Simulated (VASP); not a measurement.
PbS:

```xyz
4
Lattice="2.0937 -6.0310 0.0000 2.0937 6.0310 0.0000 0.0000 0.0000 4.3077" Properties=species:S:1:pos:R:3 pbc="T T T"
Pb    2.0937    4.4561    1.0769
Pb    2.0937   -4.4561    3.2307
S     2.0937    1.7514    1.0769
S     2.0937   -1.7514    3.2307
```

Base run:

* Program: VASP 6.6.1
* Functional: PBE
* Potentials or basis: VASP PAW PBE potentials, release 64 (Pb_d, S)
* Cutoff: 520 eV
* k mesh: 7 × 7 × 6
* Occupations: fermi-dirac, width 0.05 eV
* Spin: no spin polarisation

Its results: band gap on the k mesh 1.29 eV (least direct gap 1.43 eV); pressure 0.0 GPa; largest force 0.049 eV/Å.

**Question.** The run is repeated on the same cell with these changes: functional from PBE to LDA; potentials or basis from VASP PAW PBE potentials, release 64 (Pb_d, S) to VASP PAW LDA potentials, release 64 (Pb_d, S). What comes out?

**Answer.** Band gap on the k mesh 1.14 eV (least direct gap 1.28 eV); pressure -4.4 GPa; largest force 0.215 eV/Å.

Caveats: spin-orbit coupling is left out, which moves the levels of the heavy elements; an odd mesh through Γ misses points on the zone boundary, where band edges can lie; the cell stands under tension (at least some runs).
